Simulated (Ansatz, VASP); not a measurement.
HfB in VASP and in Ansatz

Contents of INCAR:

```
SYSTEM = HfB
PREC = Accurate ; ENCUT = 520
EDIFF = 1E-7 ; ISMEAR = 0
SIGMA = 0.15 ; LREAL = .FALSE.
LASPH = .TRUE. ; NELM = 100
ALGO = Normal ; ISIF = 2
LWAVE = .FALSE. ; LCHARG = .FALSE.
GGA = PS ; NBANDS = 14
```

The input KPOINTS:

```
Automatic mesh
0
G
  16 16 16
  0 0 0
```

POSCAR

```
HfB
1.0
    0.0000000000      2.3936993068      2.3936993068
    2.4494725006      0.0000000000      2.3936993068
    2.4494725006      2.3936993068      0.0000000000
Hf B
1 1
Direct
    0.4990473968      0.5009526032      0.5009526032
    0.0157287926     -0.0157287926     -0.0157287926
```

Input for Ansatz:

```yaml
crystal:
  lattice:
    - [0.0, 2.3936993068, 2.3936993068]
    - [2.4494725006, 0.0, 2.3936993068]
    - [2.4494725006, 2.3936993068, 0.0]
  atoms:
    - { symbol: Hf, position: [0.4990473968, 0.5009526032, 0.5009526032] }
    - { symbol: B, position: [0.0157287926, -0.0157287926, -0.0157287926] }
basis:
  ecutwfc: 520.0
kpoints:
  mp_grid: { grid: [16, 16, 16] }
hamiltonian:
  xc: pbesol
  pseudopotentials: { kind: paw }
scf:
  occupations: { method: gaussian, width: 0.15 }
output:
  forces: true
  stress: true
  eigenvalues: true
```

Change from the starting cell: mode 4 frozen in at -0.075 Å, normal strain along x +0.0233.

Alike in both runs: task single point; functional PBEsol; k mesh 16 × 16 × 16; occupations gaussian, width 0.15 eV; no spin polarisation.

```csv
,VASP,Ansatz
version,VASP 6.6.1,Ansatz 0.2.0
potentials or method,"VASP PAW PBE potentials, release 64 (Hf_pv, B), cutoff 520 eV","scalar-relativistic, plane waves, PAW"
valence electrons in the cell,13,29
```

```tsv
	VASP	Ansatz	Ansatz less VASP
gap on the k mesh at the Fermi level (eV)	none	none	-
pressure (GPa)	-3.2	-3.5	-0.27
traceless stress, the component that is largest in VASP (GPa)	-4.18	-4.12	+0.058
rms of the force components (eV/Å)	0.315	0.315	0.0000
```

VASP's potentials were made for PBE, not for PBEsol. Atom by atom the forces differ by 0.000 eV/Å (rms over components). A gap of «none» marks a metal or a gap that the smearing closes. With one functional, cell and mesh, what is left measures potentials, basis and numerics. VASP's potentials hold 13 valence electrons a cell and Ansatz's 29, so a difference there can come from the potentials and not from the codes.

Neither program's run includes spin-orbit coupling.
